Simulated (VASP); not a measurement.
# MnO: single point with LDA

The system is MnO.

```
Mn O
1.0
     3.43783    0.00000    0.00000
    -1.71891    2.97725    0.00000
     0.00000    0.00000    5.49112
Mn O
2 2
Direct
  0.66667 0.33333 0.51096
  0.33333 0.66667 0.01096
  0.66667 0.33333 0.87547
  0.33333 0.66667 0.37547
```

| Property | Result |
| --- | --- |
| Program | VASP 6.6.1 |
| Task | single point |
| Functional | LDA |
| Potentials or basis | VASP PAW LDA potentials, release 64 (Mn_pv, O) |
| Cutoff | 520 eV |
| k mesh | 9 × 9 × 5 |
| Occupations | fermi-dirac, width 0.05 eV |
| Spin | collinear spin, ferromagnetic start |
| Starting moments | [4.0, 4.0, 0.0, 0.0] μB |
| Dipole correction | no |
| Further INCAR settings | ALGO = Normal; EDIFF = 1e-06; NBANDS = 31 |

The pressure is -10.2 GPa and the largest force is 0.428 eV/Å. The band gap on the k mesh is zero (filled and empty bands overlap) and the net moment is 9.97 μB per cell. The site moments are Mn +4.38; O +0.21 μB and the valence electrons inside the program's atomic spheres are Mn 11.38; O 4.95.

Forces in eV/Å, atoms in the order of the input:
```
Mn   0.000  0.000 -0.428
Mn   0.000  0.000 -0.428
O    0.000  0.000  0.428
O    0.000  0.000  0.428
```

Stress tensor (GPa, compression positive):
```
-11.67   0.00   0.00
  0.00 -11.67   0.00
  0.00   0.00  -7.33
```

Levels at points of the mesh, in eV from the Fermi level:
Spin up:
```csv
k point,band 22,band 23,band 24,band 25,band 26,band 27
"(0.00, 0.00, 0.00)",-0.96,0.02,0.02,0.08,3.57,5.48
```
Spin down:
| k point | band 10 | band 11 | band 12 | band 13 | band 14 | band 15 | band 16 | band 17 | band 18 | band 19 |
| --- | --- | --- | --- | --- | --- | --- | --- | --- | --- | --- |
| (0.00, 0.00, 0.00) | -4.75 | -4.58 | -4.58 | -4.39 | -4.39 | -0.30 | 0.75 | 0.75 | 0.91 | 1.47 |

Run time: 92 s on 1 thread of Intel(R) Xeon(R) Platinum 8488C (Sapphire Rapids) (shared host), peak memory 0.2 GiB.

Caveat: semilocal functionals often make such compounds metallic where correlation or magnetic order opens a gap, which also shifts bond lengths; only a ferromagnetic start was run, and an antiferromagnetic order may lie lower in energy. With open d or f shells a metallic result of LDA can be an artefact of self-interaction; +U or a hybrid may open a gap.
